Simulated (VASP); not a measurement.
Crystal: MgScF3.

```
CELL_PARAMETERS angstrom
3.68371 0.00000 0.00000
0.00000 3.68371 0.00000
0.00000 0.00000 3.68371
ATOMIC_POSITIONS crystal
Sc 0.50000 0.50000 0.50000
Mg 0.00000 0.00000 0.00000
F 0.50000 0.00000 0.00000
F 0.00000 0.50000 0.00000
F 0.00000 0.00000 0.50000
```

```yaml
Program: VASP 6.6.1
Task: relaxation of cell and atoms
Functional: r2SCAN
Potentials_or_basis: VASP PAW PBE potentials, release 64 (Sc_sv, Mg, F)
Cutoff: 600 eV
k_mesh: 5 × 5 × 5
Occupations: fermi-dirac, width 0.1 eV
Spin: no spin polarisation
```

At the start: pressure 28.7 GPa; volume 10.00 Å³/atom.

Problem. Where does the relaxation end?

Solution. Over 5 steps the energy falls by 187.0 meV/atom and the volume is 12.50 Å³/atom (+25.0 %); space group Pm-3m (No. 221, to 0.05 Å).

Step by step:
```tsv
step	energy change (eV)	largest force (eV/Å)	pressure (GPa)	volume (Å³)
1	0.0000	0.0000	28.73	49.99
2	-0.9242	0.0000	-2.06	64.11
3	-0.9348	0.0000	0.19	62.35
4	-0.9348	0.0000	-0.17	62.62
5	-0.9349	0.0000	-0.01	62.50
```

Final structure:
```yaml
crystal:
  lattice:
    - [3.96849, 0.00000, 0.00000]
    - [0.00000, 3.96849, 0.00000]
    - [0.00000, 0.00000, 3.96849]
  atoms:
    - { symbol: Sc, position: [0.50000, 0.50000, 0.50000] }
    - { symbol: Mg, position: [0.00000, 0.00000, 0.00000] }
    - { symbol: F, position: [0.50000, 0.00000, 0.00000] }
    - { symbol: F, position: [0.00000, 0.50000, 0.00000] }
    - { symbol: F, position: [0.00000, 0.00000, 0.50000] }
```

Caveat: the volume moved by over 15 % at a fixed basis, so the end points are rough; the PAW data sets were made with another functional, which shifts forces and pressure a little.
